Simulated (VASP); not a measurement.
# BaBi2O6 (Fm-3m) in VASP: notebook

Runs on BaBi2O6. Level: PBE. Tasks: single point, relaxation of cell and atoms.

Everything below comes from runs of VASP 6.6.1. Logs are shortened: lines on timing, memory, paths and dates and some standing lists are left out, and cuts for length are marked.

**1. The cell of the first run**

It takes space group Fm-3m (No. 225, cubic). The conventional cell has a = 8.506 Å, b = 8.506 Å, c = 8.506 Å, α = 90.00°, β = 90.00°, γ = 90.00°. Ba (site symmetry m-3m) has 12 O at 3.01 Å and 8 Bi at 3.68 Å within 4.0 Å. Bi (site symmetry -43m) has 6 O at 2.13 Å within 2.8 Å. Within 2.8 Å of O (site symmetry mmm) lie 2 Bi at 2.13 Å.

**2. Single point, PBE**

INCAR

```
PREC = Accurate ; ENCUT = 520
EDIFF = 1E-6 ; ISMEAR = 0
SIGMA = 0.1 ; LREAL = False
LASPH = True ; NELM = 100
ALGO = Normal ; ISIF = 2
LWAVE = False ; LCHARG = False
GGA = PE ; NBANDS = 48
```

KPOINTS

```
regular mesh
0
Gamma
  8 8 8
```

POSCAR

```
BaBi2O6
1.0
    0.0000000000      4.2528094441      4.2528094441
    4.2528094441      0.0000000000      4.2528094441
    4.2528094441      4.2528094441      0.0000000000
Ba Bi O
1 2 6
Direct
    0.0000000000      0.0000000000      0.0000000000
    0.7500000000      0.7500000000      0.7500000000
    0.2500000000      0.2500000000      0.2500000000
    0.5000000000      0.0000000000      0.0000000000
    0.0000000000      0.5000000000      0.5000000000
    0.0000000000      0.5000000000      0.0000000000
    0.5000000000      0.0000000000      0.5000000000
    0.0000000000      0.0000000000      0.5000000000
    0.5000000000      0.5000000000      0.0000000000
```

Potentials or basis: VASP PAW PBE potentials, release 64 (Ba_sv, Bi_d, O).

The run is started by

```
$ cat potpaw_PBE.64/Ba_sv/POTCAR potpaw_PBE.64/Bi_d/POTCAR potpaw_PBE.64/O/POTCAR > POTCAR
$ mpirun -np 1 vasp_std > vasp.out
```

OUTCAR:

```text
PREC = Accurate
   ENCUT = 520
   EDIFF = 1E-6
   ISMEAR = 0
   LREAL = False
   LASPH = True
   NELM = 100
   ISIF = 2
   GGA = PE

 ion  position               nearest neighbor table
   1  0.000  0.000  0.000-   4 3.01   6 3.01   8 3.01   5 3.01   7 3.01   8 3.01   5 3.01   6 3.01
                             9 3.01   4 3.01   7 3.01   9 3.01   3 3.68   2 3.68   2 3.68   3 3.68
   2  0.750  0.750  0.750-   4 2.13   5 2.13   6 2.13   7 2.13   8 2.13   9 2.13   1 3.68   1 3.68
                             1 3.68   1 3.68
   3  0.250  0.250  0.250-   4 2.13   5 2.13   6 2.13   7 2.13   8 2.13   9 2.13   1 3.68   1 3.68
                             1 3.68   1 3.68
   4  0.500  0.000  0.000-   2 2.13   3 2.13   1 3.01   1 3.01
   5  0.000  0.500  0.500-   2 2.13   3 2.13   1 3.01   1 3.01
   6  0.000  0.500  0.000-   2 2.13   3 2.13   1 3.01   1 3.01
   7  0.500  0.000  0.500-   2 2.13   3 2.13   1 3.01   1 3.01
   8  0.000  0.000  0.500-   2 2.13   3 2.13   1 3.01   1 3.01
   9  0.500  0.500  0.000-   2 2.13   3 2.13   1 3.01   1 3.01

  LATTYP: Found a face centered cubic cell.
 ALAT       =     8.5056188882

  Lattice vectors:

 A1 = (   0.0000000000,   4.2528094441,   4.2528094441)
 A2 = (   4.2528094441,   0.0000000000,   4.2528094441)
 A3 = (   4.2528094441,   4.2528094441,   0.0000000000)

Analysis of symmetry for initial positions (statically):
=====================================================================
 Subroutine PRICEL returns:
 Original cell was already a primitive cell.

 Routine SETGRP: Setting up the symmetry group for a
 face centered cubic supercell.

 Subroutine GETGRP returns: Found 48 space group operations
 (whereof 48 operations were pure point group operations)
 out of a pool of 48 trial point group operations.

The static configuration has the point symmetry O_h .

Analysis of symmetry for dynamics (positions and initial velocities):
=====================================================================
 Subroutine PRICEL returns:
 Original cell was already a primitive cell.

 Routine SETGRP: Setting up the symmetry group for a
 face centered cubic supercell.

 Subroutine GETGRP returns: Found 48 space group operations
 (whereof 48 operations were pure point group operations)
 out of a pool of 48 trial point group operations.

The dynamic configuration has the point symmetry O_h .

 Subroutine INISYM returns: Found 48 space group operations
 (whereof 48 operations are pure point group operations),
 and found     1 'primitive' translations

----------------------------------------------------------------------------------------

                                     Primitive cell

  volume of cell :     153.8359

  direct lattice vectors                    reciprocal lattice vectors
     0.000000000  4.252809444  4.252809444    -0.117569340  0.117569340  0.117569340
     4.252809444  0.000000000  4.252809444     0.117569340 -0.117569340  0.117569340
     4.252809444  4.252809444  0.000000000     0.117569340  0.117569340 -0.117569340

  length of vectors
     6.014380794  6.014380794  6.014380794     0.203636071  0.203636071  0.203636071

  position of ions in fractional coordinates (direct lattice)
     0.000000000  0.000000000  0.000000000
     0.750000000  0.750000000  0.750000000
     0.250000000  0.250000000  0.250000000
     0.500000000  0.000000000  0.000000000
     0.000000000  0.500000000  0.500000000
     0.000000000  0.500000000  0.000000000
     0.500000000  0.000000000  0.500000000
     0.000000000  0.000000000  0.500000000
     0.500000000  0.500000000  0.000000000

  ion indices of the primitive-cell ions
   primitive index   ion index
                 1           1
                 2           2
                 3           3
                 4           4
                 5           5
                 6           6
                 7           7
                 8           8
                 9           9

----------------------------------------------------------------------------------------

 KPOINTS: regular mesh

Automatic generation of k-mesh.
 Grid dimensions read from file:
 generate k-points for:    8    8    8

 Generating k-lattice:

  Cartesian coordinates                     Fractional coordinates (reciprocal lattice)
    -0.014696168  0.014696168  0.014696168     0.125000000  0.000000000  0.000000000
     0.014696168 -0.014696168  0.014696168     0.000000000  0.125000000  0.000000000
     0.014696168  0.014696168 -0.014696168     0.000000000  0.000000000  0.125000000

  Length of vectors
     0.025454509  0.025454509  0.025454509

  Shift w.r.t. Gamma in fractional coordinates (k-lattice)
     0.000000000  0.000000000  0.000000000

 Subroutine IBZKPT returns following result:
 ===========================================

 Found     29 irreducible k-points:

 Following reciprocal coordinates:
            Coordinates               Weight
  0.000000  0.000000  0.000000      1.000000
  0.125000  0.000000  0.000000      8.000000
  0.250000  0.000000  0.000000      8.000000
  0.375000  0.000000  0.000000      8.000000
  0.500000  0.000000  0.000000      4.000000
  0.125000  0.125000  0.000000      6.000000
[... 16 lines left out ...]
  0.500000  0.250000  0.125000     48.000000
 -0.375000  0.250000  0.125000     24.000000
 [... further k-points ...]
   k-points           NKPTS =     29   k-points in BZ     NKDIM =     29   number of bands    NBANDS=     48
   number of dos      NEDOS =    301   number of ions     NIONS =      9
   total plane-waves  NPLWV = 110592
   dimension x,y,z NGX =    48 NGY =   48 NGZ =   48
   dimension x,y,z NGXF=    96 NGYF=   96 NGZF=   96
   ions per type =               1   2   6
   NGX,Y,Z   is equivalent  to a cutoff of  13.27, 13.27, 13.27 a.u.
   NGXF,Y,Z  is equivalent  to a cutoff of  26.54, 26.54, 26.54 a.u.
 SYSTEM =  unknown system
   PREC   = accura    normal or accurate (medium, high low for compatibility)
   ISTART =      0    job   : 0-new  1-cont  2-samecut
   ICHARG =      2    charge: 1-file 2-atom 10-const
   ISPIN  =      1    spin polarized calculation?
   LNONCOLLINEAR =      F non collinear calculations
   LSORBIT =      F    spin-orbit coupling
   LASPH  =      T    aspherical Exc in radial PAW
   ENCUT  =  520.0 eV  38.22 Ry    6.18 a.u.  11.18 11.18 11.18*2*pi/ulx,y,z
   NELM   =    100;   NELMIN=  2; NELMDL= -5     # of ELM steps
   EDIFF  = 0.1E-05   stopping-criterion for ELM
   LREAL  =      F    real-space projection
   EDIFFG = 0.1E-04   stopping-criterion for IOM
   NSW    =      0    number of steps for IOM
   IBRION =     -1    ionic relax: 0-MD 1-quasi-New 2-CG
   NFREE  =      0    steps in history (QN), initial steepest desc. (CG)
   ISIF   =      2    stress and relaxation
   ISYM   =      2    0-nonsym 1-usesym 2-fastsym
   POTIM  = 0.5000    time-step for ionic-motion
   TEBEG  =    0.0;   TEEND  =   0.0 temperature during run
   PSTRESS=    0.0 pullay stress
   NELECT =      76.0000    total number of electrons
   NUPDOWN=      -1.0000    fix difference up-down
   EMIN   =  10.00;   EMAX   =-10.00  energy-range for DOS
   EFERMI =   0.00;   METHOD = LEGACY
   ISMEAR =     0;   SIGMA  =   0.10  broadening in eV -4-tet -1-fermi 0-gaus
   EFERMI_NEDOS =   21; number of points for ismear=-14 and -15
   IALGO  =     38    algorithm
   IMIX   =      4    mixing-type and parameters
     AMIX     =   0.40;   BMIX     =  1.00
     AMIX_MAG =   1.60;   BMIX_MAG =  1.00
  volume/ion in A,a.u.               =      17.09       115.35
  Fermi-wavevector in a.u.,A,eV,Ry     =   1.294176  2.445639 22.788293  1.674892
  Thomas-Fermi vector in A             =   2.425776
   LORBIT       =      0    0 simple, 1 ext, 2 COOP (PROOUT), +10 PAW based schemes
   GGA     = PE    functional components
   LHFCALC =     F    Hartree Fock is set to
   AEXX    =    0.0000 exact exchange contribution
   IVDW    =     0    specifies the selected vdW correction
   LEPSILON=     F    determine dielectric tensor
   LRPA    =     F    only Hartree local field effects (RPA)
 non-spin polarized calculation
 Gauss-broadening in eV      SIGMA  =   0.10
  energy-cutoff  :      520.00
  volume of cell :      153.84
 maximum number of plane-waves:      4184
 NGX is ok and might be reduce to    48
   NGX = 23   NGY = 23   NGZ = 23

 number of electron      76.0000031 magnetization

 Free energy of the ion-electron system (eV)
  ---------------------------------------------------
  ext. energy  EPLUGINS =         0.00000000
  ---------------------------------------------------
  free energy    TOTEN  =       -49.83774620 eV

  energy without entropy =      -49.80380584  energy(sigma->0) =      -49.82077602

 E-fermi :   2.2185     XC(G=0):  -9.5626

 val. band max:        2.2060615105   @ k =   0.1250   0.0000   0.0000
 cond. band min:       2.2215743074   @ k =   0.5000   0.3750   0.0000
 fundamental gap:      0.0155127968
 Fermi energy:         2.2184944842

 k-point     1 :       0.0000    0.0000    0.0000
  band No.  band energies     occupation
      1     -22.9831      2.00000
      2     -20.1825      2.00000
      3     -20.1825      2.00000
      4     -19.8107      2.00000
      5     -19.8107      2.00000
      6     -19.6013      2.00000
[... 40 lines left out ...]
     47      10.5620      0.00000
     48      10.5620      0.00000

 k-point     2 :       0.1250    0.0000    0.0000
  band No.  band energies     occupation
      1     -22.9821      2.00000
      2     -20.1700      2.00000
      3     -20.1700      2.00000
      4     -19.8270      2.00000
      5     -19.8270      2.00000
      6     -19.6003      2.00000
[... 40 lines left out ...]
     47      10.5886      0.00000
     48      10.6534      0.00000

 k-point     3 :       0.2500    0.0000    0.0000
  band No.  band energies     occupation
      1     -22.9795      2.00000
      2     -20.1341      2.00000
      3     -20.1341      2.00000
      4     -19.8723      2.00000
      5     -19.8723      2.00000
      6     -19.5974      2.00000
[... 40 lines left out ...]
     47      10.6381      0.00000
     48      10.8677      0.00000

 k-point     4 :       0.3750    0.0000    0.0000
  band No.  band energies     occupation
      1     -22.9769      2.00000
      2     -20.0785      2.00000
      3     -20.0785      2.00000
      4     -19.9372      2.00000
      5     -19.9372      2.00000
      6     -19.5932      2.00000
[... 958 lines left out ...]
     47      10.5531      0.00000
     48      10.6912      0.00000

 k-point    23 :       0.5000    0.2500    0.1250
  band No.  band energies     occupation
      1     -22.9755      2.00000
      2     -20.1311      2.00000
      3     -20.0244      2.00000
      4     -19.9996      2.00000
      5     -19.8782      2.00000
      6     -19.5954      2.00000
[... 40 lines left out ...]
     47      10.4311      0.00000
     48      10.7450      0.00000

 k-point    24 :      -0.3750    0.2500    0.1250
  band No.  band energies     occupation
      1     -22.9747      2.00000
      2     -20.0841      2.00000
      3     -20.0841      2.00000
      4     -19.9350      2.00000
      5     -19.9350      2.00000
      6     -19.5925      2.00000
[... 40 lines left out ...]
     47      10.3009      0.00000
     48      10.6891      0.00000

 [... further k-points ...]
[... 5 lines left out ...]
  --------------------------------------------------------------------------------------
  -------------------------------------------------------------------------------------
  Total        0.6573597      0.6573597      0.6573597      0.0000000      0.0000000      0.0000000
  in kB        6.8462993      6.8462993      6.8462993      0.0000000      0.0000000      0.0000000
  external PRESSURE =       6.8462993 kB  Pullay stress =       0.0000000 kB

 VOLUME and BASIS-vectors are now :
 -----------------------------------------------------------------------------
  energy-cutoff  :      520.00
  volume of cell :      153.84
      direct lattice vectors                 reciprocal lattice vectors
     0.000000000  4.252809444  4.252809444    -0.117569340  0.117569340  0.117569340
     4.252809444  0.000000000  4.252809444     0.117569340 -0.117569340  0.117569340
     4.252809444  4.252809444  0.000000000     0.117569340  0.117569340 -0.117569340

 POSITION                                       TOTAL-FORCE (eV/Angst)
 -----------------------------------------------------------------------------------
      0.00000      0.00000      0.00000         0.000000     -0.000000      0.000000
      6.37921      6.37921      6.37921         0.000000      0.000000     -0.000000
      2.12640      2.12640      2.12640        -0.000000     -0.000000      0.000000
      0.00000      2.12640      2.12640         0.000000     -0.000000      0.000000
      4.25281      2.12640      2.12640         0.000000     -0.000000      0.000000
      2.12640      0.00000      2.12640         0.000000     -0.000000      0.000000
      2.12640      4.25281      2.12640         0.000000     -0.000000      0.000000
      2.12640      2.12640      0.00000         0.000000     -0.000000      0.000000
      2.12640      2.12640      4.25281         0.000000     -0.000000      0.000000
 -----------------------------------------------------------------------------------
    total drift:                                0.000000      0.000000      0.000000

  FREE ENERGIE OF THE ION-ELECTRON SYSTEM (eV)
  ---------------------------------------------------
  free  energy   TOTEN  =       -49.8377462037 eV

  energy  without entropy=      -49.8038058398  energy(sigma->0) =      -49.82077602
```

Wall time 3 min (1 thread of Intel Xeon Platinum 8488C (Sapphire Rapids), shared host); peak memory 0.42 GiB.

Results:

```
Free energy            : -49.8377 eV
Pressure               : 0.7 GPa
Band gap on the k mesh : zero (band 38 reaches 2.29 eV, above the bottom of band 39 at 2.14 eV)
```

Caveat: spin-orbit coupling is left out, which moves the levels of the heavy elements.

**3. Relaxation of cell and atoms, PBE**

INCAR

```
SYSTEM = BaBi2O6
PREC = Accurate
ENCUT = 600
EDIFF = 1E-6
ISMEAR = 0
SIGMA = 0.1
LREAL = .FALSE.
LASPH = .TRUE.
NELM = 100
ALGO = Normal
ISIF = 3
LWAVE = .FALSE.
LCHARG = .FALSE.
GGA = PE
IBRION = 2
NSW = 100
EDIFFG = -0.01
```

KPOINTS

```
regular mesh
0
G
  8 8 8
  0 0 0
```

POSCAR is that of step 2.

Potentials or basis: VASP PAW PBE potentials, release 64 (Ba_sv, Bi_d, O).

The run is started by

```
$ cat potpaw_PBE.64/Ba_sv/POTCAR potpaw_PBE.64/Bi_d/POTCAR potpaw_PBE.64/O/POTCAR > POTCAR
$ mpirun -np 1 vasp_std > vasp.out
```

It took 6.6 min on 1 thread of Intel Xeon Platinum 8488C (Sapphire Rapids), shared host; peak memory 0.48 GiB.

Results (log left out):

```
Free energy                            : -49.8519 eV
Relaxed volume                         : 17.21 Å³/atom
Relaxed cell                           : a = 6.028 Å, b = 6.028 Å, c = 6.028 Å, α = 60.00°, β = 60.00°, γ = 60.00°
Space group after relaxing (to 0.05 Å) : Fm-3m (No. 225)
Energy gained by relaxing              : 0.2 meV/atom
Ionic steps                            : 3
Pressure after relaxing                : 0.0 GPa
Band gap on the k mesh                 : zero (band 38 reaches 2.23 eV, above the bottom of band 39 at 2.08 eV)
```

Step by step:
| step | energy change (eV) | largest force (eV/Å) | pressure (GPa) | volume (Å³) |
| --- | --- | --- | --- | --- |
| 1 | 0.0000 | 0.0000 | 0.57 | 153.84 |
| 2 | -0.0017 | 0.0000 | -0.18 | 155.21 |
| 3 | -0.0018 | 0.0000 | 0.00 | 154.87 |

Final structure:
```
Ba Bi O
1.0
     0.00000    4.26233    4.26233
     4.26233    0.00000    4.26233
     4.26233    4.26233    0.00000
Ba Bi O
1 2 6
Direct
  0.00000 0.00000 0.00000
  0.75000 0.75000 0.75000
  0.25000 0.25000 0.25000
  0.50000 0.00000 0.00000
  0.00000 0.50000 0.50000
  0.00000 0.50000 0.00000
  0.50000 0.00000 0.50000
  0.00000 0.00000 0.50000
  0.50000 0.50000 0.00000
```

Levels at points of the mesh, in eV from the Fermi level:
```
           k point  band 35  band 36  band 37  band 38  band 39  band 40  band 41  band 42
(0.00, 0.00, 0.00)    -0.79    -0.79     0.07     0.07     0.07     4.70     4.70     4.70
(0.50, 0.00, 0.00)    -0.67    -0.35    -0.35    -0.20     0.98     0.98     6.48     6.48
(0.50, 0.50, 0.00)    -0.90    -0.69    -0.69     0.05     1.70     3.52     6.62     6.62
```

Caveat: spin-orbit coupling is left out, which moves the levels of the heavy elements.

**4. Single point, PBE**

This run uses another cell than the first one, of 20.68 Å³/atom, 1.210 times its volume.

INCAR

```
PREC = Accurate
ENCUT = 520
EDIFF = 1E-7
ISMEAR = 0
SIGMA = 0.1
LREAL = False
LASPH = True
NELM = 100
ALGO = Normal
ISIF = 2
LWAVE = False
LCHARG = True
GGA = PE
LELF = True
LVHAR = True
NBANDS = 48
```

KPOINTS

```
regular mesh
0
Gamma
  4 4 4
```

POSCAR, as its differences from that of step 3:

```diff
@@ -2,5 +2,5 @@
 1.0
-    0.0000000000      4.2528094441      4.2528094441
-    4.2528094441      0.0000000000      4.2528094441
-    4.2528094441      4.2528094441      0.0000000000
+    0.0000000000      4.5319358400      4.5319358400
+    4.5319358400      0.0000000000      4.5319358400
+    4.5319358400      4.5319358400      0.0000000000
 Ba Bi O
```

The run is started by

```
$ cat potpaw_PBE.64/Ba_sv/POTCAR potpaw_PBE.64/Bi_d/POTCAR potpaw_PBE.64/O/POTCAR > POTCAR
$ mpirun -np 1 vasp_std > vasp.out
```

Run time: 73 s. Hardware: 1 thread of Intel Xeon Platinum 8488C (Sapphire Rapids), shared host; peak memory 0.34 GiB.

Results (log left out):

```
Free energy            : -48.6070 eV
Pressure               : -10.5 GPa
Band gap on the k mesh : zero (band 38 reaches 0.90 eV, above the bottom of band 39 at 0.74 eV)
```

Levels at points of the mesh, in eV from the Fermi level:
| k point | band 34 | band 35 | band 36 | band 37 | band 38 | band 39 | band 40 | band 41 | band 42 | band 43 |
| --- | --- | --- | --- | --- | --- | --- | --- | --- | --- | --- |
| (0.00, 0.00, 0.00) | -0.59 | -0.59 | -0.59 | 0.09 | 0.09 | 0.09 | 3.22 | 3.88 | 3.88 | 3.88 |
| (0.50, 0.00, 0.00) | -0.50 | -0.45 | -0.24 | -0.24 | -0.10 | 0.01 | 0.05 | 5.75 | 5.75 | 6.30 |
| (0.50, 0.50, 0.00) | -0.67 | -0.67 | -0.48 | -0.48 | 0.08 | 0.64 | 2.00 | 5.19 | 5.19 | 5.64 |

Caveat: spin-orbit coupling is left out, which moves the levels of the heavy elements.

**5. Summary**

```tsv
task	cell	k mesh	cutoff (eV)	gap on the mesh (eV)	pressure (GPa)
single point	a = 6.014 Å, angles 60.0°, 9 atoms	8 × 8 × 8	520	none	0.7
relaxation of cell and atoms	relaxed from a = 6.014 Å, angles 60.0°, 9 atoms	8 × 8 × 8	600	none	0.0
single point	a = 6.409 Å, angles 60.0°, 9 atoms	4 × 4 × 4	520	none	-10.5
```

Alike in all rows: level PBE; potentials or basis VASP PAW PBE potentials, release 64 (Ba_sv, Bi_d, O); no spin polarisation; smearing gaussian 0.1 eV.

Caveats: spin-orbit coupling is left out, which moves the levels of the heavy elements.

Total energies depend on the potentials used, so only differences within one code and one set of settings carry meaning.
